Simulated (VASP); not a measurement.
Cu, 6 atoms in the cell. The cell holds a slab with vacuum, 6 atoms: a = 2.579 Å, b = 2.579 Å, c = 25.319 Å, α = 90.00°, β = 90.00°, γ = 120.00°.  This cell differs from its parent crystal: strain +0.030 along x and y, +0.030 along z.

- Program: VASP 6.6.1
- Task: single point
- Functional: r2SCAN
- Potentials or basis: VASP PAW PBE potentials, release 64 (Cu)
- Cutoff: 520 eV
- k mesh: 24 × 24 × 2
- Occupations: gaussian, width 0.15 eV
- Spin: no spin polarisation
- Dipole correction: no
- Further INCAR settings: ALGO = Normal; EDIFF = 1e-06; NBANDS = 42

Potentials or basis: VASP PAW PBE potentials, release 64 (Cu).

Launch:

```console
$ cat potpaw_PBE.64/Cu/POTCAR > POTCAR
$ cp INCAR.step1 INCAR
$ mpirun -np 1 vasp_std > vasp.out
$ cp INCAR.step2 INCAR
$ mpirun -np 1 vasp_std > vasp.out
```

Hardware: 1 thread of Oxide Virtual Turin-like Processor (shared host).

How long does it take, and how much memory?

Run time: 110 min on 1 thread of Oxide Virtual Turin-like Processor, on a shared host, peak memory 0.61 GiB. Counts: k points 122.
